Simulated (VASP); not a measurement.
Wanted: the native input for a VASP 6.6.1 run.

* Task: single point
* Functional: PBE
* Potentials or basis: VASP PAW PBE potentials, release 64 (Pb_d, Te)
* Cutoff: 500 eV
* k mesh: 6 × 6 × 6
* Occupations: fermi-dirac, width 0.1 eV
* Spin: no spin polarisation
* Dipole correction: no
* Further INCAR settings: ALGO = Normal; EDIFF = 1e-06; NBANDS = 17

The structure of TePb lies in POSCAR:

```
TePb
1.0
    0.0000000000      3.2407309758      3.2407309758
    3.2407309758      0.0000000000      3.2407309758
    3.2407309758      3.2407309758      0.0000000000
Pb Te
1 1
Direct
    0.0000000000      0.0000000000      0.0000000000
    0.5000000000      0.5000000000      0.5000000000
```

These files were run (other wordings do the same):

INCAR

```
  PREC = Accurate
  ENCUT = 500
  EDIFF = 1E-6
  ISMEAR = -1
  SIGMA = 0.1
  LREAL = False
  LASPH = True
  NELM = 120
  ALGO = Normal
  ISIF = 2
  LWAVE = False
  LCHARG = False
  GGA = PE
  NBANDS = 17
  GGA_COMPAT = False
```

KPOINTS

```
Automatic mesh
0
Gamma
  6 6 6
```

Potentials or basis: VASP PAW PBE potentials, release 64 (Pb_d, Te).

Launch:

```bash
$ cat potpaw_PBE.64/Pb_d/POTCAR potpaw_PBE.64/Te/POTCAR > POTCAR
$ mpirun -np 1 vasp_std > vasp.out
```

Results of the run:

- Pressure: 1.6 GPa
- Band gap on the k mesh: 0.75 eV

Caveat: spin-orbit coupling is left out, which moves the levels of the heavy elements.

It took 34 s on 1 thread of AMD EPYC 7R43 64-Core Processor (Zen 3), with other jobs on the host, peak memory 0.17 GiB.
